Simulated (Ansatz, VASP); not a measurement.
## Cl in VASP and in Ansatz

```xyz
4
Lattice="3.4661 -1.9448 0.0000 3.4661 1.9448 0.0000 0.0000 0.0000 8.0056" Properties=species:S:1:pos:R:3 pbc="T T T"
Cl    3.4661   -1.4532    0.8895
Cl    3.4661   -0.4917    4.8923
Cl    3.4661    1.4532    7.1161
Cl    3.4661    0.4917    3.1133
```

Alike in both runs: task single point; functional PBEsol; k mesh 9 × 9 × 4; occupations fermi-dirac, width 0.05 eV; no spin polarisation.

```csv
,VASP,Ansatz
version,VASP 6.6.1,Ansatz 0.2.0
potentials or method,"VASP PAW PBE potentials, release 64 (Cl), cutoff 520 eV","plane waves (420 eV) with PAW, scalar-relativistic"
valence electrons in the cell,28,28
```

Ansatz gave:

- gap on the k mesh at the Fermi level (eV): 2.03

Task: Which values does VASP return?

Result: gap on the k mesh at the Fermi level (eV): 2.08.

VASP's potentials were made for PBE, not for PBEsol, and Ansatz warns of the same on its side.
